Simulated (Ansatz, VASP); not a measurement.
Si2O in VASP and in Ansatz

File INCAR:

```
PREC = Accurate
ENCUT = 520
EDIFF = 1E-7
ISMEAR = 0
SIGMA = 0.1
LREAL = False
LASPH = True
NELM = 150
ALGO = Normal
ISIF = 2
LWAVE = False
LCHARG = False
ISPIN = 2
MAGMOM = 0 0 0 0 1 1
LORBIT = 11
GGA = PE
NBANDS = 27
```

The input KPOINTS:

```
Automatic mesh
0
Gamma
  6 6 6
```

POSCAR

```
Si2O
1.0
   -3.2716576300      3.3590613200      1.9541120500
    3.2716576300     -3.3590613200      1.9541120500
    3.2716576300      3.3590613200     -1.9541120500
Si O
4 2
Direct
    0.8154078200      0.0676450300      0.9209450600
    0.8154078200      0.3944627600      0.2477627900
    0.1466999600      0.8944627600      0.0790549400
    0.1466999600      0.5676450300      0.7522372100
    0.5622307800      0.7878922100      0.2743385700
    0.5135536500      0.2878922100      0.7256614300
```

Input for Ansatz:

```yaml
crystal:
  lattice:
    - [-3.27165763, 3.35906132, 1.95411205]
    - [3.27165763, -3.35906132, 1.95411205]
    - [3.27165763, 3.35906132, -1.95411205]
  atoms:
    - { symbol: Si, position: [0.81540782, 0.06764503, 0.92094506] }
    - { symbol: Si, position: [0.81540782, 0.39446276, 0.24776279] }
    - { symbol: Si, position: [0.14669996, 0.89446276, 0.07905494] }
    - { symbol: Si, position: [0.14669996, 0.56764503, 0.75223721] }
    - { symbol: O, position: [0.56223078, 0.78789221, 0.27433857], spin: 1.0 }
    - { symbol: O, position: [0.51355365, 0.28789221, 0.72566143], spin: 1.0 }
basis:
  ecutwfc: 420
kpoints:
  mp_grid: { grid: [6, 6, 6] }
hamiltonian:
  xc: pbe
scf:
  occupations: { method: gaussian, width: 0.1 }
  lower_state_search: "off"
output:
  forces: true
  stress: true
  eigenvalues: true
  populations: true
magnetization:
  spin_polarized: true
```

Alike in both runs: task single point; functional PBE; k mesh 6 × 6 × 6; occupations gaussian, width 0.1 eV; collinear spin.

```csv
,VASP,Ansatz
version,VASP 6.6.1,Ansatz 0.2.0
potentials or method,"VASP PAW PBE potentials, release 64 (Si, O), cutoff 520 eV","scalar-relativistic, plane waves, PAW"
valence electrons in the cell,28,28
```

Ansatz gave:

```
gap on the k mesh at the Fermi level (eV)                     : none
pressure (GPa)                                                : 8.6
traceless stress, the component that is largest in VASP (GPa) : 14.50
rms of the force components (eV/Å)                            : 1.884
net moment per atom (μB)                                      : 0.00
```

**Question.** What did VASP give for the same quantities?

**Answer.** gap on the k mesh at the Fermi level (eV): none; pressure (GPa): 8.4; traceless stress, the component that is largest in VASP (GPa): 14.47; rms of the force components (eV/Å): 1.880; net moment per atom (μB): 0.00.

Atom by atom the forces differ by 0.005 eV/Å (rms over components). A gap of «none» marks a metal or a gap that the smearing closes. With one functional, cell and mesh, what is left measures potentials, basis and numerics. Ansatz's warnings: seeded moment not kept.
